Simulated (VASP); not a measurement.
A run of VASP 6.6.1 is set up as follows.

Contents of POSCAR:

```
FeGe
1.0
    4.7213184936      0.0000000000      0.0000000000
    0.0000000000      4.7213184936      0.0000000000
    0.0000000000      0.0000000000      4.7213184936
Fe Ge
4 4
Direct
    0.1345289963      0.1345289963      0.1345289963
    0.3654710037      0.8654710037      0.6345289963
    0.6345289963      0.3654710037      0.8654710037
    0.8654710037      0.6345289963      0.3654710037
    0.8447786980      0.8447786980      0.8447786980
    0.6552213020      0.1552213020      0.3447786980
    0.3447786980      0.6552213020      0.1552213020
    0.1552213020      0.3447786980      0.6552213020
```

The input INCAR.step1:

```
SYSTEM = FeGe
PREC = Accurate ; ENCUT = 520
ISMEAR = 0 ; SIGMA = 0.05
LREAL = .FALSE. ; LASPH = .TRUE.
NELM = 100 ; NBANDS = 54
GGA = PE ; ALGO = Normal
EDIFF = 1E-4 ; LWAVE = .TRUE.
LCHARG = .FALSE.
```

File INCAR.step2:

```
SYSTEM = FeGe
PREC = Accurate ; ENCUT = 520
EDIFF = 1E-6 ; ISMEAR = 0
SIGMA = 0.05 ; LREAL = .FALSE.
LASPH = .TRUE. ; NELM = 100
ALGO = Normal ; ISIF = 2
LWAVE = .FALSE. ; LCHARG = .FALSE.
METAGGA = R2SCAN ; LMIXTAU = .TRUE.
NBANDS = 54 ; ISTART = 1
```

The input KPOINTS:

```
Automatic mesh
0
G
  8 8 8
  0 0 0
```

Potentials or basis: VASP PAW PBE potentials, release 64 (Fe, Ge_d).

Command:

```bash
$ cat potpaw_PBE.64/Fe/POTCAR potpaw_PBE.64/Ge_d/POTCAR > POTCAR
$ cp INCAR.step1 INCAR
$ mpirun -np 1 vasp_std > vasp.out
$ cp INCAR.step2 INCAR
$ mpirun -np 1 vasp_std > vasp.out
```

Task: Predict the largest force.

Result: 0.734 eV/Å.

Task: What does it give for the band gap on the k mesh?

Result: 0.18 eV (least direct gap 0.20 eV).

Forces in eV/Å, atoms in the order of the input:
```
Fe  -0.157 -0.157 -0.157
Fe   0.157  0.157 -0.157
Fe  -0.157  0.157  0.157
Fe   0.157 -0.157  0.157
Ge  -0.424 -0.424 -0.424
Ge   0.424  0.424 -0.424
Ge  -0.424  0.424  0.424
Ge   0.424 -0.424  0.424
```

Caveat: the cell stands under tension; the PAW data sets were made with another functional, which shifts forces and pressure a little. Spin polarisation is off, so any magnetic state and its effect on volume and gap are missing.
